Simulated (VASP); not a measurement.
# AlN: single point with LDA

The system is AlN.

```
Al N
1.0
     3.20433    0.00000    0.00000
    -1.60217    2.77503    0.00000
     0.00000    0.00000    4.97800
Al N
2 2
Direct
  0.33333 0.66667 0.00000
  0.66667 0.33333 0.50000
  0.33333 0.66667 0.38500
  0.66667 0.33333 0.88500
```

This cell differs from its parent crystal: strain +0.030 along x and y, +0.000 along z.

```yaml
Program: VASP 6.6.1
Task: single point
Functional: LDA
Potentials_or_basis: VASP PAW LDA potentials, release 64 (Al, N)
Cutoff: 520 eV
k_mesh: 9 × 9 × 6
Occupations: gaussian, width 0.05 eV
Spin: no spin polarisation
```

```yaml
Pressure: -14.4 GPa
Largest_force: 0.072 eV/Å
Band_gap_on_the_k_mesh: 3.60 eV, direct
```

Forces on the atoms (eV/Å):
```
Al   0.000  0.000 -0.072
Al   0.000  0.000 -0.072
N    0.000  0.000  0.072
N    0.000  0.000  0.072
```

Stress tensor (GPa, compression positive):
```
-17.47   0.00   0.00
  0.00 -17.47   0.00
  0.00   0.00  -8.12
```

Levels at points of the mesh, in eV from the valence-band top:
| k point | band 4 | band 5 | band 6 | band 7 | band 8 | band 9 | band 10 | band 11 | band 12 | band 13 |
| --- | --- | --- | --- | --- | --- | --- | --- | --- | --- | --- |
| (0.00, 0.00, 0.00) | -1.11 | -1.11 | -0.38 | -0.38 | 0.00 | 3.60 | 5.65 | 10.07 | 10.13 | 10.13 |
| (0.00, 0.00, 0.50) | -3.24 | -0.75 | -0.75 | -0.75 | -0.75 | 5.69 | 5.69 | 9.68 | 9.68 | 10.45 |

Run time: 36 s on 1 thread of AMD EPYC 7R13, with other jobs on the host, peak memory 0.12 GiB.

Caveat: the cell differs from its parent crystal (strain +0.030 along x and y, +0.000 along z). A k mesh can miss the band edges.
